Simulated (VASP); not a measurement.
# PbS (Fm-3m) in VASP: single point with HSE06

Aim: the single point of PbS with HSE06.

All numbers are computed with VASP 6.6.1; they aren't measurements. Logs are shortened: lines on timing, memory, paths and dates and some standing lists are left out, and cuts for length are marked.

### 1 The cell of the first run

It takes space group Fm-3m (No. 225, cubic). Conventional cell: a = 5.974 Å, b = 5.974 Å, c = 5.974 Å, α = 90.00°, β = 90.00°, γ = 90.00°. Within 3.9 Å of Pb (site symmetry m-3m) lie 6 S at 2.99 Å. Within 3.9 Å of S (site symmetry m-3m) lie 6 Pb at 2.99 Å.

### 2 Single point, HSE06, non-collinear spin, zero start, spin-orbit coupling

POSCAR

```
PbS
1.0
    0.0000000000      2.9872321667      2.9872321667
    2.9872321667      0.0000000000      2.9872321667
    2.9872321667      2.9872321667      0.0000000000
Pb S
1 1
Direct
    0.0000000000      0.0000000000      0.0000000000
    0.5000000000      0.5000000000      0.5000000000
```

INCAR.step1

```
SYSTEM = PbS
PREC = Accurate
ENCUT = 520
EDIFF = 1E-5
ISMEAR = -1
SIGMA = 0.02
LREAL = .False.
LASPH = .True.
NELM = 150
ALGO = Normal
ISIF = 2
LWAVE = .True.
LCHARG = .False.
MAGMOM = 0 0 0 0 0 0
LORBIT = 11
LSORBIT = .True.
GGA_COMPAT = .False.
LORBMOM = .True.
GGA = PE
NBANDS = 32
```

INCAR.step2

```
SYSTEM = PbS
PREC = Accurate
ENCUT = 520
EDIFF = 1E-6
ISMEAR = -1
SIGMA = 0.02
LREAL = .False.
LASPH = .True.
NELM = 150
ALGO = Normal
ISIF = 2
LWAVE = .False.
LCHARG = .False.
MAGMOM = 0 0 0 0 0 0
LORBIT = 11
LSORBIT = .True.
GGA_COMPAT = .False.
LORBMOM = .True.
GGA = PE
LHFCALC = .True.
HFSCREEN = 0.2079
PRECFOCK = Normal
ISTART = 1
NBANDS = 32
```

KPOINTS

```
regular mesh
0
Gamma
  4 4 4
  0 0 0
```

Potentials or basis: VASP PAW PBE potentials, release 64 (Pb_d, S).

Command:

```sh
$ cat potpaw_PBE.64/Pb_d/POTCAR potpaw_PBE.64/S/POTCAR > POTCAR
$ cp INCAR.step1 INCAR
$ mpirun -np 1 vasp_ncl > vasp.out
$ cp INCAR.step2 INCAR
$ mpirun -np 1 vasp_ncl > vasp.out
```

OUTCAR:

```text
SYSTEM = PbS
   PREC = Accurate
   ENCUT = 520
   EDIFF = 1E-6
   ISMEAR = -1
   LREAL = .False.
   LASPH = .True.
   NELM = 150
   ISIF = 2
   LORBIT = 11
   LSORBIT = .True.
   GGA = PE
   LHFCALC = .True.
   HFSCREEN = 0.2079
   PRECFOCK = Normal
   ISTART = 1

 ion  position               nearest neighbor table
   1  0.000  0.000  0.000-   2 2.99   2 2.99   2 2.99   2 2.99   2 2.99   2 2.99
   2  0.500  0.500  0.500-   1 2.99   1 2.99   1 2.99   1 2.99   1 2.99   1 2.99

  LATTYP: Found a face centered cubic cell.
 ALAT       =     5.9744643334

  Lattice vectors:

 A1 = (   0.0000000000,   2.9872321667,   2.9872321667)
 A2 = (   2.9872321667,   0.0000000000,   2.9872321667)
 A3 = (   2.9872321667,   2.9872321667,   0.0000000000)

Analysis of symmetry for initial positions (statically):
=====================================================================
 Subroutine PRICEL returns:
 Original cell was already a primitive cell.

 Routine SETGRP: Setting up the symmetry group for a
 face centered cubic supercell.

 Subroutine GETGRP returns: Found 48 space group operations
 (whereof 48 operations were pure point group operations)
 out of a pool of 48 trial point group operations.

The static configuration has the point symmetry O_h .

Analysis of symmetry for dynamics (positions and initial velocities):
=====================================================================
 Subroutine PRICEL returns:
 Original cell was already a primitive cell.

 Routine SETGRP: Setting up the symmetry group for a
 face centered cubic supercell.

 Subroutine GETGRP returns: Found 48 space group operations
 (whereof 48 operations were pure point group operations)
 out of a pool of 48 trial point group operations.

The dynamic configuration has the point symmetry O_h .

Analysis of structural, dynamic, and magnetic symmetry:
=====================================================================
 Subroutine PRICEL returns:
 Original cell was already a primitive cell.

 Routine SETGRP: Setting up the symmetry group for a
 face centered cubic supercell.

 Subroutine GETGRP returns: Found 48 space group operations
 (whereof 48 operations were pure point group operations)
 out of a pool of 48 trial point group operations.

The overall configuration has the point symmetry O_h .

 Subroutine INISYM returns: Found 48 space group operations
 (whereof 48 operations are pure point group operations),
 and found     1 'primitive' translations

----------------------------------------------------------------------------------------
[... 445 lines left out ...]
    total drift:                                0.000000      0.000001      0.000000

  FREE ENERGIE OF THE ION-ELECTRON SYSTEM (eV)
  ---------------------------------------------------
  free  energy   TOTEN  =       -10.7274751402 eV

  energy  without entropy=      -10.7274750207  energy(sigma->0) =      -10.72747508

 orbital moment (x)

 # of ion     p       d       tot
 ----------------------------------------
  1         0.000  -0.000  -0.000
  2         0.000   0.000   0.000
 ----------------------------------------
            0.000  -0.000   0.000

 orbital moment (y)

 # of ion     p       d       tot
 ----------------------------------------
  1         0.000  -0.000  -0.000
  2         0.000   0.000   0.000
 ----------------------------------------
            0.000  -0.000   0.000

 orbital moment (z)

 # of ion     p       d       tot
 ----------------------------------------
  1         0.000  -0.000  -0.000
  2        -0.000   0.000  -0.000
 ----------------------------------------
            0.000  -0.000  -0.000

 Spin-Orbit-Coupling matrix elements

 Ion:    1  E_soc:     -0.6868345
 l=   1
     0.0000000    -0.0497621    -0.0497621
    -0.0497621     0.0000000    -0.0497621
    -0.0497621    -0.0497621     0.0000000
 l=   2
     0.0000000    -0.0130377     0.0000000    -0.0130376    -0.0516728
    -0.0130377     0.0000000    -0.0387545    -0.0130375    -0.0129182
     0.0000000    -0.0387545     0.0000000    -0.0387545     0.0000000
    -0.0130376    -0.0130375    -0.0387545     0.0000000    -0.0129182
    -0.0516728    -0.0129182     0.0000000    -0.0129182     0.0000000
 l=   3
     0.0000000     0.0000000     0.0000000     0.0000000     0.0000000     0.0000000     0.0000000
     0.0000000     0.0000000     0.0000000     0.0000000     0.0000000     0.0000000     0.0000000
     0.0000000     0.0000000     0.0000000     0.0000000     0.0000000     0.0000000     0.0000000
     0.0000000     0.0000000     0.0000000     0.0000000     0.0000000     0.0000000     0.0000000
     0.0000000     0.0000000     0.0000000     0.0000000     0.0000000     0.0000000     0.0000000
     0.0000000     0.0000000     0.0000000     0.0000000     0.0000000     0.0000000     0.0000000
     0.0000000     0.0000000     0.0000000     0.0000000     0.0000000     0.0000000     0.0000000

 Ion:    2  E_soc:     -0.0032712
 l=   1
     0.0000000    -0.0005452    -0.0005452
    -0.0005452     0.0000000    -0.0005452
    -0.0005452    -0.0005452     0.0000000
 l=   2
     0.0000000     0.0000000     0.0000000     0.0000000     0.0000000
     0.0000000     0.0000000     0.0000000     0.0000000     0.0000000
     0.0000000     0.0000000     0.0000000     0.0000000     0.0000000
     0.0000000     0.0000000     0.0000000     0.0000000     0.0000000
     0.0000000     0.0000000     0.0000000     0.0000000     0.0000000
 l=   3
     0.0000000     0.0000000     0.0000000     0.0000000     0.0000000     0.0000000     0.0000000
     0.0000000     0.0000000     0.0000000     0.0000000     0.0000000     0.0000000     0.0000000
     0.0000000     0.0000000     0.0000000     0.0000000     0.0000000     0.0000000     0.0000000
     0.0000000     0.0000000     0.0000000     0.0000000     0.0000000     0.0000000     0.0000000
     0.0000000     0.0000000     0.0000000     0.0000000     0.0000000     0.0000000     0.0000000
     0.0000000     0.0000000     0.0000000     0.0000000     0.0000000     0.0000000     0.0000000
     0.0000000     0.0000000     0.0000000     0.0000000     0.0000000     0.0000000     0.0000000

 total charge

# of ion       s       p       d       tot
------------------------------------------
    1        1.521   0.468   9.852  11.841
    2        1.342   2.350   0.000   3.692
--------------------------------------------------
tot          2.863   2.819   9.852  15.533

 magnetization (x)

# of ion       s       p       d       tot
------------------------------------------
    1        0.000  -0.000   0.000  -0.000
    2        0.000   0.000   0.000   0.000
--------------------------------------------------
tot          0.000  -0.000   0.000  -0.000

 magnetization (y)

# of ion       s       p       d       tot
------------------------------------------
    1       -0.000   0.000   0.000  -0.000
    2        0.000  -0.000   0.000   0.000
--------------------------------------------------
tot          0.000  -0.000   0.000  -0.000

 magnetization (z)

# of ion       s       p       d       tot
------------------------------------------
    1       -0.000  -0.000   0.000  -0.000
    2        0.000   0.000   0.000   0.000
--------------------------------------------------
tot          0.000  -0.000   0.000  -0.000
```

OSZICAR.step1:

```text
N       E                     dE             d eps       ncg     rms          rms(c)
DAV:   1     0.211906686054E+03    0.21191E+03   -0.91864E+03   520   0.130E+03
DAV:   2     0.139229312849E+02   -0.19798E+03   -0.18877E+03   536   0.384E+02
DAV:   3    -0.857666064994E+01   -0.22500E+02   -0.22022E+02   672   0.141E+02
DAV:   4    -0.953546073193E+01   -0.95880E+00   -0.95723E+00   632   0.318E+01
DAV:   5    -0.957401459561E+01   -0.38554E-01   -0.38551E-01   808   0.618E+00    0.438E+00
DAV:   6    -0.911093604958E+01    0.46308E+00   -0.10896E+00   728   0.868E+00    0.286E+00
DAV:   7    -0.912107032807E+01   -0.10134E-01   -0.18328E-01   632   0.233E+00    0.203E+00
DAV:   8    -0.913253686098E+01   -0.11467E-01   -0.58403E-02   704   0.252E+00    0.127E+00
DAV:   9    -0.912404387065E+01    0.84930E-02   -0.16319E-02   720   0.124E+00    0.436E-01
DAV:  10    -0.912371199135E+01    0.33188E-03   -0.32621E-03   688   0.360E-01    0.139E-01
DAV:  11    -0.912386965271E+01   -0.15766E-03   -0.30952E-04   640   0.128E-01    0.539E-02
DAV:  12    -0.912386602094E+01    0.36318E-05   -0.65408E-05   640   0.541E-02
   1 F= -.91238660E+01 E0= -.91230881E+01  d E =-.155579E-02  mag=    -0.0000    -0.0000    -0.0000
```

Wall time 70 min (1 thread of Oxide Virtual Turin-like, shared host); peak memory 0.41 GiB.

What came out:

| Quantity | Value |
| --- | --- |
| Free energy | -10.7275 eV |
| Pressure | -0.4 GPa |
| Net moment | 0.00 μB per cell |
| Valence electrons inside the program's atomic spheres | Pb 11.84; S 3.69 |

Moments on the atoms (μB; x, y, z):
```
Pb  0.00 0.00 0.00
S   0.00 0.00 0.00
```

Caveat: the k points lie up to 0.46 Å⁻¹ apart; the PAW data sets were made with another functional, which shifts forces and pressure a little.
